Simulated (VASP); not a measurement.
Wanted: the native input for a VASP 6.6.1 run.

```
Task                   : relaxation of cell and atoms
Functional             : PBEsol
Potentials or basis    : VASP PAW PBE potentials, release 64 (Co, Si)
Cutoff                 : 600 eV
k mesh                 : 14 × 14 × 14
Occupations            : gaussian, width 0.1 eV
Spin                   : no spin polarisation
Dipole correction      : no
Further INCAR settings : ALGO = Normal; EDIFF = 1e-07; IBRION = 2; EDIFFG = -0.005; NSW = 100; ISIF = 3
```

The structure of CoSi2 lies in POSCAR:

```
CoSi2
1.0
    0.0000000000      2.6825000000      2.6825000000
    2.6825000000      0.0000000000      2.6825000000
    2.6825000000      2.6825000000      0.0000000000
Co Si
1 2
Direct
    0.0000000000      0.0000000000      0.0000000000
    0.2500000000      0.2500000000      0.2500000000
    0.7500000000      0.7500000000      0.7500000000
```

One way to write it, as run:

INCAR

```
SYSTEM = CoSi2
ALGO = Normal ; EDIFF = 1E-7
EDIFFG = -0.005 ; ENCUT = 600
GGA = PS ; IBRION = 2
ISIF = 3 ; ISMEAR = 0
LASPH = .True. ; LCHARG = .False.
LREAL = .False. ; LWAVE = .False.
NELM = 100 ; NSW = 100
PREC = Accurate ; SIGMA = 0.1
```

KPOINTS

```
k-points
0
Gamma
  14 14 14
  0 0 0
```

Potentials or basis: VASP PAW PBE potentials, release 64 (Co, Si).

Launch:

```console
$ cat potpaw_PBE.64/Co/POTCAR potpaw_PBE.64/Si/POTCAR > POTCAR
$ mpirun -np 1 vasp_std > vasp.out
```

Results of the run:

- Relaxed volume: 12.50 Å³/atom
- Relaxed cell: a = 3.757 Å, b = 3.757 Å, c = 3.757 Å, α = 60.00°, β = 60.00°, γ = 60.00°
- Space group after relaxing (to 0.05 Å): Fm-3m (No. 225)
- Energy gained by relaxing: 6.3 meV/atom
- Ionic steps: 3
- Pressure after relaxing: -0.1 GPa

Caveat: the PAW data sets were made with another functional, which shifts forces and pressure a little.

It took 2.9 min on 1 thread of AMD EPYC 7R43 64-Core Processor (Zen 3) (shared host), peak memory 0.18 GiB.
